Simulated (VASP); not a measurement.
# CuI (F-43m) in VASP: single point with r2SCAN

Aim: the single point of CuI with r2SCAN.

All numbers are computed with VASP 6.6.1; they aren't measurements. Logs are shortened: lines on timing, memory, paths and dates and some standing lists are left out, and cuts for length are marked.

## 1. The cell of the first run

It takes space group F-43m (No. 216, cubic). The conventional cell has a = 6.063 Å, b = 6.063 Å, c = 6.063 Å, α = 90.00°, β = 90.00°, γ = 90.00°. Within 3.5 Å of Cu (site symmetry -43m) lie 4 I at 2.63 Å. Within 3.5 Å of I (site symmetry -43m) lie 4 Cu at 2.63 Å.

## 2. Single point, r2SCAN

File POSCAR:

```
CuI
1.0
    0.0000000000      3.0315000000      3.0315000000
    3.0315000000      0.0000000000      3.0315000000
    3.0315000000      3.0315000000      0.0000000000
Cu I
1 1
Direct
    0.7500000000      0.7500000000      0.7500000000
    0.0000000000      0.0000000000      0.0000000000
```

File INCAR.step1:

```
SYSTEM = CuI
PREC = Accurate
ENCUT = 520
ISMEAR = 0
SIGMA = 0.05
LREAL = .FALSE.
LASPH = .TRUE.
NELM = 100
NBANDS = 16
GGA = PE
ALGO = Normal
EDIFF = 1E-4
LWAVE = .TRUE.
LCHARG = .FALSE.
```

File INCAR.step2:

```
SYSTEM = CuI
PREC = Accurate
ENCUT = 520
EDIFF = 1E-7
ISMEAR = 0
SIGMA = 0.05
LREAL = .FALSE.
LASPH = .TRUE.
NELM = 100
ALGO = Normal
ISIF = 2
LWAVE = .FALSE.
LCHARG = .FALSE.
METAGGA = R2SCAN
LMIXTAU = .TRUE.
NBANDS = 16
ISTART = 1
```

File KPOINTS:

```
regular mesh
0
G
  8 8 8
  0 0 0
```

Potentials or basis: VASP PAW PBE potentials, release 64 (Cu, I).

Run with:

```
$ cat potpaw_PBE.64/Cu/POTCAR potpaw_PBE.64/I/POTCAR > POTCAR
$ cp INCAR.step1 INCAR
$ mpirun -np 1 vasp_std > vasp.out
$ cp INCAR.step2 INCAR
$ mpirun -np 1 vasp_std > vasp.out
```

OUTCAR:

```text
SYSTEM = CuI
   PREC = Accurate
   ENCUT = 520
   EDIFF = 1E-7
   ISMEAR = 0
   LREAL = .FALSE.
   LASPH = .TRUE.
   NELM = 100
   ISIF = 2
   METAGGA = R2SCAN
   ISTART = 1

 ion  position               nearest neighbor table
   1  0.750  0.750  0.750-   2 2.63   2 2.63   2 2.63   2 2.63
   2  0.000  0.000  0.000-   1 2.63   1 2.63   1 2.63   1 2.63

  LATTYP: Found a face centered cubic cell.
 ALAT       =     6.0630000000

  Lattice vectors:

 A1 = (   0.0000000000,   3.0315000000,   3.0315000000)
 A2 = (   3.0315000000,   0.0000000000,   3.0315000000)
 A3 = (   3.0315000000,   3.0315000000,   0.0000000000)

Analysis of symmetry for initial positions (statically):
=====================================================================
 Subroutine PRICEL returns:
 Original cell was already a primitive cell.

 Routine SETGRP: Setting up the symmetry group for a
 face centered cubic supercell.

 Subroutine GETGRP returns: Found 24 space group operations
 (whereof 24 operations were pure point group operations)
 out of a pool of 48 trial point group operations.

The static configuration has the point symmetry T_d .

Analysis of symmetry for dynamics (positions and initial velocities):
=====================================================================
 Subroutine PRICEL returns:
 Original cell was already a primitive cell.

 Routine SETGRP: Setting up the symmetry group for a
 face centered cubic supercell.

 Subroutine GETGRP returns: Found 24 space group operations
 (whereof 24 operations were pure point group operations)
 out of a pool of 48 trial point group operations.

The dynamic configuration has the point symmetry T_d .

 Subroutine INISYM returns: Found 24 space group operations
 (whereof 24 operations are pure point group operations),
 and found     1 'primitive' translations

----------------------------------------------------------------------------------------

                                     Primitive cell

  volume of cell :      55.7189

  direct lattice vectors                    reciprocal lattice vectors
     0.000000000  3.031500000  3.031500000    -0.164934851  0.164934851  0.164934851
     3.031500000  0.000000000  3.031500000     0.164934851 -0.164934851  0.164934851
     3.031500000  3.031500000  0.000000000     0.164934851  0.164934851 -0.164934851

  length of vectors
     4.287188414  4.287188414  4.287188414     0.285675541  0.285675541  0.285675541

  position of ions in fractional coordinates (direct lattice)
     0.750000000  0.750000000  0.750000000
     0.000000000  0.000000000  0.000000000

  ion indices of the primitive-cell ions
   primitive index   ion index
                 1           1
                 2           2

----------------------------------------------------------------------------------------

 KPOINTS: regular mesh

Automatic generation of k-mesh.
 Grid dimensions read from file:
 generate k-points for:    8    8    8

 Generating k-lattice:

  Cartesian coordinates                     Fractional coordinates (reciprocal lattice)
    -0.020616856  0.020616856  0.020616856     0.125000000  0.000000000  0.000000000
     0.020616856 -0.020616856  0.020616856     0.000000000  0.125000000  0.000000000
     0.020616856  0.020616856 -0.020616856     0.000000000  0.000000000  0.125000000

  Length of vectors
     0.035709443  0.035709443  0.035709443

  Shift w.r.t. Gamma in fractional coordinates (k-lattice)
     0.000000000  0.000000000  0.000000000

 Subroutine IBZKPT returns following result:
 ===========================================

 Found     29 irreducible k-points:

 Following reciprocal coordinates:
            Coordinates               Weight
  0.000000  0.000000  0.000000      1.000000
  0.125000  0.000000  0.000000      8.000000
  0.250000  0.000000  0.000000      8.000000
  0.375000  0.000000  0.000000      8.000000
  0.500000  0.000000  0.000000      4.000000
  0.125000  0.125000  0.000000      6.000000
[... 16 lines left out ...]
  0.500000  0.250000  0.125000     48.000000
 -0.375000  0.250000  0.125000     24.000000
 [... further k-points ...]
   k-points           NKPTS =     29   k-points in BZ     NKDIM =     29   number of bands    NBANDS=     16
   number of dos      NEDOS =    301   number of ions     NIONS =      2
   total plane-waves  NPLWV =  32768
   dimension x,y,z NGX =    32 NGY =   32 NGZ =   32
   dimension x,y,z NGXF=    64 NGYF=   64 NGZF=   64
   ions per type =               1   1
   NGX,Y,Z   is equivalent  to a cutoff of  12.41, 12.41, 12.41 a.u.
   NGXF,Y,Z  is equivalent  to a cutoff of  24.82, 24.82, 24.82 a.u.
 SYSTEM =  CuI
   PREC   = accura    normal or accurate (medium, high low for compatibility)
   ISTART =      1    job   : 0-new  1-cont  2-samecut
   ICHARG =      0    charge: 1-file 2-atom 10-const
   ISPIN  =      1    spin polarized calculation?
   LNONCOLLINEAR =      F non collinear calculations
   LSORBIT =      F    spin-orbit coupling
   LASPH  =      T    aspherical Exc in radial PAW
   ENCUT  =  520.0 eV  38.22 Ry    6.18 a.u.   7.97  7.97  7.97*2*pi/ulx,y,z
   NELM   =    100;   NELMIN=  2; NELMDL=  0     # of ELM steps
   EDIFF  = 0.1E-06   stopping-criterion for ELM
   LREAL  =      F    real-space projection
   EDIFFG = 0.1E-05   stopping-criterion for IOM
   NSW    =      0    number of steps for IOM
   IBRION =     -1    ionic relax: 0-MD 1-quasi-New 2-CG
   NFREE  =      0    steps in history (QN), initial steepest desc. (CG)
   ISIF   =      2    stress and relaxation
   ISYM   =      2    0-nonsym 1-usesym 2-fastsym
   POTIM  = 0.5000    time-step for ionic-motion
   TEBEG  =    0.0;   TEEND  =   0.0 temperature during run
   PSTRESS=    0.0 pullay stress
   NELECT =      18.0000    total number of electrons
   NUPDOWN=      -1.0000    fix difference up-down
   EMIN   =  10.00;   EMAX   =-10.00  energy-range for DOS
   EFERMI =   0.00;   METHOD = LEGACY
   ISMEAR =     0;   SIGMA  =   0.05  broadening in eV -4-tet -1-fermi 0-gaus
   EFERMI_NEDOS =   21; number of points for ismear=-14 and -15
   IALGO  =     38    algorithm
   IMIX   =      4    mixing-type and parameters
     AMIX     =   0.40;   BMIX     =  1.00
     AMIX_MAG =   1.60;   BMIX_MAG =  1.00
  volume/ion in A,a.u.               =      27.86       188.00
  Fermi-wavevector in a.u.,A,eV,Ry     =   1.123306  2.122741 17.168055  1.261816
  Thomas-Fermi vector in A             =   2.259971
   LORBIT       =      0    0 simple, 1 ext, 2 COOP (PROOUT), +10 PAW based schemes
   METAGGA = R2SCAN    functional components
   LHFCALC =     F    Hartree Fock is set to
   AEXX    =    0.0000 exact exchange contribution
   IVDW    =     0    specifies the selected vdW correction
   LEPSILON=     F    determine dielectric tensor
   LRPA    =     F    only Hartree local field effects (RPA)
 non-spin polarized calculation
 Gauss-broadening in eV      SIGMA  =   0.05
  energy-cutoff  :      520.00
  volume of cell :       55.72
 maximum number of plane-waves:      1524
   NGX = 15   NGY = 15   NGZ = 15

 number of electron      18.0000015 magnetization

 Free energy of the ion-electron system (eV)
  ---------------------------------------------------
  ext. energy  EPLUGINS =         0.00000000
  ---------------------------------------------------
  free energy    TOTEN  =       -35.79266695 eV

  energy without entropy =      -35.79266695  energy(sigma->0) =      -35.79266695

 E-fermi :   4.5482     XC(G=0):  -9.4497

 val. band max:        4.2582929254   @ k =   0.0000   0.0000   0.0000
 cond. band min:       5.8729031338   @ k =   0.0000   0.0000   0.0000
 fundamental gap:      1.6146102084
 Fermi energy:         4.5482485847

 k-point     1 :       0.0000    0.0000    0.0000
  band No.  band energies     occupation
      1     -10.2656      2.00000
      2       0.4587      2.00000
      3       0.4588      2.00000
      4       0.4588      2.00000
      5       2.4251      2.00000
      6       2.4251      2.00000
[... 8 lines left out ...]
     15      14.2532      0.00000
     16      14.2532      0.00000

 k-point     2 :       0.1250    0.0000    0.0000
  band No.  band energies     occupation
      1     -10.1897      2.00000
      2       0.1605      2.00000
      3       0.4635      2.00000
      4       0.4636      2.00000
      5       2.4188      2.00000
      6       2.4189      2.00000
[... 8 lines left out ...]
     15      13.5787      0.00000
     16      13.6867      0.00000

 k-point     3 :       0.2500    0.0000    0.0000
  band No.  band energies     occupation
      1      -9.9949      2.00000
      2      -0.5544      2.00000
      3       0.4722      2.00000
      4       0.4722      2.00000
      5       2.4157      2.00000
      6       2.4158      2.00000
[... 8 lines left out ...]
     15      13.3806      0.00000
     16      13.5958      0.00000

 k-point     4 :       0.3750    0.0000    0.0000
  band No.  band energies     occupation
      1      -9.7812      2.00000
      2      -1.2506      2.00000
      3       0.4762      2.00000
      4       0.4763      2.00000
      5       2.4351      2.00000
      6       2.4353      2.00000
[... 8 lines left out ...]
     15      14.3585      0.00000
     16      14.3586      0.00000
[... 324 lines left out ...]
 k-point    22 :       0.3750    0.2500    0.1250
  band No.  band energies     occupation
      1      -9.8437      2.00000
      2      -0.7542      2.00000
      3       0.2227      2.00000
      4       0.4516      2.00000
      5       2.3536      2.00000
      6       2.4634      2.00000
[... 8 lines left out ...]
     15      15.0430      0.00000
     16      16.1538      0.00000

 k-point    23 :       0.5000    0.2500    0.1250
  band No.  band energies     occupation
      1      -9.6661      2.00000
      2      -1.1077      2.00000
      3      -0.0075      2.00000
      4       0.4329      2.00000
      5       2.3753      2.00000
      6       2.4376      2.00000
[... 8 lines left out ...]
     15      15.4743      0.00000
     16      16.2437      0.00000

 k-point    24 :      -0.3750    0.2500    0.1250
  band No.  band energies     occupation
      1      -9.5882      2.00000
      2      -1.2600      2.00000
      3      -0.1052      2.00000
      4       0.4174      2.00000
      5       2.3516      2.00000
      6       2.4344      2.00000
[... 8 lines left out ...]
     15      15.4878      0.00000
     16      16.1492      0.00000

 [... further k-points ...]

------------------------ aborting loop because EDIFF is reached ----------------------------------------

  FORCE on cell =-STRESS in cart. coord.  units (eV):
  Direction    XX          YY          ZZ          XY          YZ          ZX
  --------------------------------------------------------------------------------------
  -------------------------------------------------------------------------------------
  Total       -0.2996018     -0.2996018     -0.2996018     -0.0000000      0.0000000     -0.0000000
  in kB       -8.6149419     -8.6149419     -8.6149419     -0.0000000      0.0000000     -0.0000000
  external PRESSURE =      -8.6149419 kB  Pullay stress =       0.0000000 kB

 VOLUME and BASIS-vectors are now :
 -----------------------------------------------------------------------------
  energy-cutoff  :      520.00
  volume of cell :       55.72
      direct lattice vectors                 reciprocal lattice vectors
     0.000000000  3.031500000  3.031500000    -0.164934851  0.164934851  0.164934851
     3.031500000  0.000000000  3.031500000     0.164934851 -0.164934851  0.164934851
     3.031500000  3.031500000  0.000000000     0.164934851  0.164934851 -0.164934851

 POSITION                                       TOTAL-FORCE (eV/Angst)
 -----------------------------------------------------------------------------------
      4.54725      4.54725      4.54725        -0.000000     -0.000000     -0.000000
      0.00000      0.00000      0.00000         0.000000      0.000000      0.000000
 -----------------------------------------------------------------------------------
    total drift:                                0.000008      0.000008      0.000008

  FREE ENERGIE OF THE ION-ELECTRON SYSTEM (eV)
  ---------------------------------------------------
  free  energy   TOTEN  =       -35.7926669456 eV

  energy  without entropy=      -35.7926669456  energy(sigma->0) =      -35.79266695
```

Wall time 2 min (1 thread of Intel Xeon 8259CL, shared host); peak memory 0.2 GiB.

Results:

```
Free energy            : -35.7927 eV
Pressure               : -0.9 GPa
Band gap on the k mesh : 1.61 eV
```

Caveat: the PAW data sets were made with another functional, which shifts forces and pressure a little; spin-orbit coupling is left out, which moves the levels of the heavy elements. r2SCAN opens gaps a little over a GGA but as a rule still falls short of measured ones.
